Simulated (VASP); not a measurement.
Set up this calculation in VASP 6.6.1, as the native input.

- Task: single point
- Functional: PBE
- Potentials or basis: VASP PAW PBE potentials, release 64 (Tl_d, Cl)
- Cutoff: 500 eV
- k mesh: 6 × 6 × 6
- Occupations: fermi-dirac, width 0.02 eV
- Spin: no spin polarisation
- Dipole correction: no
- Further INCAR settings: ALGO = Normal; EDIFF = 1e-06; NBANDS = 17

The structure of TlCl lies in POSCAR:

```
TlCl
1.0
    3.7936346943      0.0000000000      0.0000000000
    0.0000000000      3.7936346943      0.0000000000
    0.0000000000      0.0000000000      3.7936346943
Tl Cl
1 1
Direct
    0.0000000000      0.0000000000      0.0000000000
    0.5000000000      0.5000000000      0.5000000000
```

One way to write it, as run:

INCAR

```
ALGO = Normal
EDIFF = 1E-6
ENCUT = 500
GGA = PE
GGA_COMPAT = False
ISIF = 2
ISMEAR = -1
LASPH = True
LCHARG = False
LREAL = False
LWAVE = False
NBANDS = 17
NELM = 120
PREC = Accurate
SIGMA = 0.02
```

KPOINTS

```
k-points
0
Gamma
  6 6 6
```

Potentials or basis: VASP PAW PBE potentials, release 64 (Tl_d, Cl).

Command:

```bash
$ cat potpaw_PBE.64/Tl_d/POTCAR potpaw_PBE.64/Cl/POTCAR > POTCAR
$ mpirun -np 1 vasp_std > vasp.out
```

Results of the run:

```json
{
 "Pressure": "2.2 GPa",
 "Band gap on the k mesh": "2.00 eV"
}
```

Caveat: spin-orbit coupling is left out, which moves the levels of the heavy elements.

Run time: 22 s on 1 thread of Intel Xeon 8259CL, with other jobs on the host, peak memory 0.16 GiB.
